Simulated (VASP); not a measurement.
# NaF (Villiaumite) (Fm-3m) in VASP: elastic constants with PBEsol

Aim: the elastic constants of NaF (Villiaumite) with PBEsol.

Program: VASP 6.6.1. These are calculated values, not measurements. Logs are shortened: lines on timing, memory, paths and dates and some standing lists are left out, and cuts for length are marked.

### Step 1. The cell of the first run

The structure is cubic, space group Fm-3m (No. 225). Conventional cell: a = 4.630 Å, b = 4.630 Å, c = 4.630 Å, α = 90.00°, β = 90.00°, γ = 90.00°. Na (site symmetry m-3m) has 6 F at 2.32 Å within 3.1 Å. Within 3.1 Å of F (site symmetry m-3m) lie 6 Na at 2.32 Å.

### Step 2. Elastic constants, PBEsol

Input file INCAR:

```
SYSTEM = NaF
ALGO     = Normal         ! electronic algorithm
EDIFF    = 1E-8           ! SCF threshold, eV
ENCUT    = 600            ! plane-wave cutoff, eV
GGA      = PS             ! functional
IBRION   = 6              ! ionic algorithm
ISIF     = 3              ! what is computed and relaxed
ISMEAR   = 0              ! smearing method
LASPH    = .True.         ! aspherical terms in the spheres
LCHARG   = .False.        ! write CHGCAR
LREAL    = .False.        ! projectors in reciprocal space
LWAVE    = .False.        ! write WAVECAR
NBANDS   = 14             ! bands
NELM     = 100            ! most SCF steps
NFREE    = 2            
NSW      = 1              ! ionic steps
POTIM    = 0.015          ! step
PREC     = Accurate       ! precision mode
SIGMA    = 0.01           ! smearing width, eV
```

Input file KPOINTS:

```
k-points
0
Gamma
  10 10 10
  0 0 0
```

Input file POSCAR:

```
NaF
1.0
    0.0000000000      2.3150998916      2.3150998916
    2.3150998916      0.0000000000      2.3150998916
    2.3150998916      2.3150998916      0.0000000000
Na F
1 1
Direct
    0.0000000000      0.0000000000      0.0000000000
    0.5000000000      0.5000000000      0.5000000000
```

Potentials or basis: VASP PAW PBE potentials, release 64 (Na_pv, F).

Launch:

```
$ cat potpaw_PBE.64/Na_pv/POTCAR potpaw_PBE.64/F/POTCAR > POTCAR
$ mpirun -np 1 vasp_std > vasp.out
```

OUTCAR:

```text
SYSTEM = NaF
   EDIFF = 1E-8
   ENCUT = 600
   GGA = PS
   IBRION = 6
   ISIF = 3
   ISMEAR = 0
   LASPH = .True.
   LREAL = .False.
   NELM = 100
   NFREE = 2
   NSW = 1
   POTIM = 0.015
   PREC = Accurate

 ion  position               nearest neighbor table
   1  0.000  0.000  0.000-   2 2.32   2 2.32   2 2.32   2 2.32   2 2.32   2 2.32
   2  0.500  0.500  0.500-   1 2.32   1 2.32   1 2.32   1 2.32   1 2.32   1 2.32

  LATTYP: Found a face centered cubic cell.
 ALAT       =     4.6301997832

  Lattice vectors:

 A1 = (   0.0000000000,   2.3150998916,   2.3150998916)
 A2 = (   2.3150998916,   0.0000000000,   2.3150998916)
 A3 = (   2.3150998916,   2.3150998916,   0.0000000000)

Analysis of symmetry for initial positions (statically):
=====================================================================
 Subroutine PRICEL returns:
 Original cell was already a primitive cell.

 Routine SETGRP: Setting up the symmetry group for a
 face centered cubic supercell.

 Subroutine GETGRP returns: Found 48 space group operations
 (whereof 48 operations were pure point group operations)
 out of a pool of 48 trial point group operations.

The static configuration has the point symmetry O_h .

Analysis of symmetry for dynamics (positions and initial velocities):
=====================================================================
 Subroutine PRICEL returns:
 Original cell was already a primitive cell.

 Routine SETGRP: Setting up the symmetry group for a
 face centered cubic supercell.

 Subroutine GETGRP returns: Found 48 space group operations
 (whereof 48 operations were pure point group operations)
 out of a pool of 48 trial point group operations.

The dynamic configuration has the point symmetry O_h .

 Subroutine INISYM returns: Found 48 space group operations
 (whereof 48 operations are pure point group operations),
 and found     1 'primitive' translations

----------------------------------------------------------------------------------------

                                     Primitive cell

  volume of cell :      24.8164

  direct lattice vectors                    reciprocal lattice vectors
     0.000000000  2.315099892  2.315099892    -0.215973402  0.215973402  0.215973402
     2.315099892  0.000000000  2.315099892     0.215973402 -0.215973402  0.215973402
     2.315099892  2.315099892  0.000000000     0.215973402  0.215973402 -0.215973402

  length of vectors
     3.274045665  3.274045665  3.274045665     0.374076906  0.374076906  0.374076906

  position of ions in fractional coordinates (direct lattice)
     0.000000000  0.000000000  0.000000000
     0.500000000  0.500000000  0.500000000

  ion indices of the primitive-cell ions
   primitive index   ion index
                 1           1
                 2           2

----------------------------------------------------------------------------------------

 KPOINTS: k-points

Automatic generation of k-mesh.
 Grid dimensions read from file:
 generate k-points for:   10   10   10

 Generating k-lattice:

  Cartesian coordinates                     Fractional coordinates (reciprocal lattice)
    -0.021597340  0.021597340  0.021597340     0.100000000  0.000000000  0.000000000
     0.021597340 -0.021597340  0.021597340     0.000000000  0.100000000  0.000000000
     0.021597340  0.021597340 -0.021597340     0.000000000  0.000000000  0.100000000

  Length of vectors
     0.037407691  0.037407691  0.037407691

  Shift w.r.t. Gamma in fractional coordinates (k-lattice)
     0.000000000  0.000000000  0.000000000

 Subroutine IBZKPT returns following result:
 ===========================================

 Found     47 irreducible k-points:

[... 66 lines left out ...]
  volume/ion in A,a.u.               =      12.41        83.73
  Fermi-wavevector in a.u.,A,eV,Ry     =   1.352709  2.556250 24.896242  1.829822
  Thomas-Fermi vector in A             =   2.480025
   LORBIT       =      0    0 simple, 1 ext, 2 COOP (PROOUT), +10 PAW based schemes
   GGA     = PS    functional components
   LHFCALC =     F    Hartree Fock is set to
   AEXX    =    0.0000 exact exchange contribution
   IVDW    =     0    specifies the selected vdW correction
   LEPSILON=     F    determine dielectric tensor
   LRPA    =     F    only Hartree local field effects (RPA)
 finite differences with symmetry
 non-spin polarized calculation
 Gauss-broadening in eV      SIGMA  =   0.01
  energy-cutoff  :      600.00
  volume of cell :       24.82
 maximum number of plane-waves:       869
 NGX is ok and might be reduce to    28
   NGX = 13   NGY = 13   NGZ = 13

--------------------------------------- Ionic step        1  -------------------------------------------

 number of electron      14.0000006 magnetization

 Free energy of the ion-electron system (eV)
  ---------------------------------------------------
  ext. energy  EPLUGINS =         0.00000000
  ---------------------------------------------------
  free energy    TOTEN  =        -8.77054910 eV

  energy without entropy =       -8.77054910  energy(sigma->0) =       -8.77054910

------------------------ aborting loop because EDIFF is reached ----------------------------------------

  FORCE on cell =-STRESS in cart. coord.  units (eV):
  Direction    XX          YY          ZZ          XY          YZ          ZX
  --------------------------------------------------------------------------------------
  -------------------------------------------------------------------------------------
  Total       -0.0219649     -0.0219649     -0.0219649      0.0000000     -0.0000000     -0.0000000
  in kB       -1.4180791     -1.4180791     -1.4180791      0.0000000     -0.0000000     -0.0000000
  external PRESSURE =      -1.4180791 kB  Pullay stress =       0.0000000 kB
[... 89 lines left out ...]
  FREE ENERGIE OF THE ION-ELECTRON SYSTEM (eV)
  ---------------------------------------------------
  free  energy   TOTEN  =        -8.7689634835 eV

  energy  without entropy=       -8.7689634835  energy(sigma->0) =       -8.76896348

[... ionic steps 4 to 14 ...]

--------------------------------------- Ionic step       15  -------------------------------------------

 number of electron      14.0000004 magnetization

------------------------ aborting loop because EDIFF is reached ----------------------------------------
[... 67 lines left out ...]
--------------------------------------- Ionic step       17  -------------------------------------------

 number of electron      14.0000006 magnetization

 Free energy of the ion-electron system (eV)
  ---------------------------------------------------
  ext. energy  EPLUGINS =         0.00000000
  ---------------------------------------------------
  free energy    TOTEN  =        -8.77029320 eV

  energy without entropy =       -8.77029320  energy(sigma->0) =       -8.77029320

 E-fermi :  -2.0499     XC(G=0):  -9.3457

 val. band max:       -2.1684517538   @ k =   0.0000   0.0000   0.0000
 cond. band min:       4.0070314273   @ k =   0.0000   0.0000   0.0000
 fundamental gap:      6.1754831811
 Fermi energy:        -2.0498802792

 k-point     1 :       0.0000    0.0000    0.0000
  band No.  band energies     occupation
      1     -21.2307      2.00000
      2     -20.9286      2.00000
      3     -20.9286      2.00000
      4     -20.9280      2.00000
      5      -2.1685      2.00000
      6      -2.1685      2.00000
      7      -2.1685      2.00000
      8       4.0070      0.00000
      9      16.6945      0.00000
     10      16.6949      0.00000
     11      16.6949      0.00000
     12      19.3836      0.00000
     13      21.7728      0.00000
     14      21.7730      0.00000
[... 377 lines left out ...]
      1     -21.4639      2.00000
      2     -20.9785      2.00000
      3     -20.9701      2.00000
      4     -20.5666      2.00000
      5      -3.3695      2.00000
      6      -2.5579      2.00000
      7      -2.5005      2.00000
      8       8.2895      0.00000
      9      11.4907      0.00000
     10      14.4775      0.00000
     11      17.3423      0.00000
     12      17.3815      0.00000
     13      23.2146      0.00000
     14      24.4221      0.00000

 [... further k-points ...]
[... 5 lines left out ...]
  --------------------------------------------------------------------------------------
  -------------------------------------------------------------------------------------
  Total       -0.0177595     -0.0216819     -0.0216819      0.0000000      0.0000000      0.0000000
  in kB       -1.1465712     -1.3998056     -1.3998056      0.0000000      0.0000000      0.0000000
  external PRESSURE =      -1.3153941 kB  Pullay stress =       0.0000000 kB
[... 17 lines left out ...]
  FREE ENERGIE OF THE ION-ELECTRON SYSTEM (eV)
  ---------------------------------------------------
  free  energy   TOTEN  =        -8.7702931970 eV

  energy  without entropy=       -8.7702931970  energy(sigma->0) =       -8.77029320

 INTERNAL STRAIN TENSORS FROM STRAINED CELLS
 ============================================

 INTERNAL STRAIN TENSOR FOR ION    1 for displacements in x,y,z  (eV/Angst):
          X           Y           Z          XY          YZ          ZX
  --------------------------------------------------------------------------------
  x     0.00000    -0.00000    -0.00000     0.00000     0.00000     0.00000
  y     0.00000     0.00000     0.00000    -0.00000    -0.00000     0.00000
  z     0.00000     0.00000    -0.00000     0.00000    -0.00000     0.00000

 INTERNAL STRAIN TENSORS FROM DISPLACED ATOMS
 ============================================

 INTERNAL STRAIN TENSOR FOR ION    1 for displacements in x,y,z  (eV/Angst):
          X           Y           Z          XY          YZ          ZX
  --------------------------------------------------------------------------------
  x     0.00000     0.00000     0.00000     0.00000     0.00000     0.00000
  y     0.00000     0.00000     0.00000     0.00000     0.00000     0.00000
  z     0.00000     0.00000     0.00000     0.00000     0.00000     0.00000

 INTERNAL STRAIN TENSOR FOR ION    2 for displacements in x,y,z  (eV/Angst):
          X           Y           Z          XY          YZ          ZX
  --------------------------------------------------------------------------------
  x     0.00000     0.00000     0.00000     0.00000     0.00000     0.00000
  y     0.00000     0.00000     0.00000     0.00000     0.00000     0.00000
  z     0.00000     0.00000     0.00000     0.00000     0.00000     0.00000

 Eigenvectors and eigenvalues of the dynamical matrix
 ----------------------------------------------------

   1 f  =    7.328802 THz    46.048222 2PiTHz  244.462528 cm-1    30.309477 meV
             X         Y         Z           dx          dy          dz
      0.000000  0.000000  0.000000    -0.673380    0.000000    0.000000
      2.315100  2.315100  2.315100     0.739297    0.000000    0.000000
[... 21 lines left out ...]
   6 f/i=    0.007197 THz     0.045223 2PiTHz    0.240083 cm-1     0.029766 meV
             X         Y         Z           dx          dy          dz
      0.000000  0.000000  0.000000     0.000000   -0.181598   -0.716646
      2.315100  2.315100  2.315100     0.000000   -0.165407   -0.652749

--------------------------------------------------------------------------------------------------------

 ELASTIC MODULI CONTR FROM IONIC RELAXATION (kBar)
 Direction    XX          YY          ZZ          XY          YZ          ZX
 --------------------------------------------------------------------------------
 XX           0.0000      0.0000      0.0000      0.0000      0.0000      0.0000
 YY           0.0000      0.0000      0.0000      0.0000      0.0000      0.0000
 ZZ           0.0000      0.0000      0.0000      0.0000      0.0000      0.0000
 XY           0.0000      0.0000      0.0000      0.0000      0.0000      0.0000
 YZ           0.0000      0.0000      0.0000      0.0000      0.0000      0.0000
 ZX           0.0000      0.0000      0.0000      0.0000      0.0000      0.0000
 --------------------------------------------------------------------------------

 TOTAL ELASTIC MODULI (kBar)
 Direction    XX          YY          ZZ          XY          YZ          ZX
 --------------------------------------------------------------------------------
 XX        1028.1486    210.2136    210.2136     -0.0000     -0.0000      0.0000
 YY         210.2136   1028.1486    210.2136     -0.0000     -0.0000      0.0000
 ZZ         210.2136    210.2136   1028.1486     -0.0000     -0.0000      0.0000
 XY          -0.0000     -0.0000     -0.0000    266.1058      0.0000      0.0000
 YZ          -0.0000     -0.0000     -0.0000      0.0000    266.1058      0.0000
 ZX           0.0000      0.0000      0.0000      0.0000      0.0000    266.1058
 --------------------------------------------------------------------------------
```

Run time: 11 min. Hardware: 1 thread of Intel Xeon Platinum 8375C at 2.90GHz (Ice Lake), shared host; peak memory 0.31 GiB.

What came out:

```
Elastic constants C11, C12, C44                         : 103, 21, 27 GPa
Voigt bulk modulus                                      : 48 GPa
Highest phonon frequency at Γ, LO-TO splitting left out : 244 cm⁻¹
```

Phonon frequencies in cm⁻¹ (negative: imaginary):
```
              q point        frequencies
(0.000, 0.000, 0.000)  0 0 0 244 244 244
```

Elastic tensor in Voigt notation (GPa, in the Cartesian axes of the cell as first typed):
```
103  21  21   0   0   0
 21 103  21   0   0   0
 21  21 103   0   0   0
  0   0   0  27   0   0
  0   0   0   0  27   0
  0   0   0   0   0  27
```

Clamped-ion elastic tensor (GPa):
```
103  21  21   0   0   0
 21 103  21   0   0   0
 21  21 103   0   0   0
  0   0   0  27   0   0
  0   0   0   0  27   0
  0   0   0   0   0  27
```

Caveat: the PAW data sets were made with another functional, which shifts forces and pressure a little.
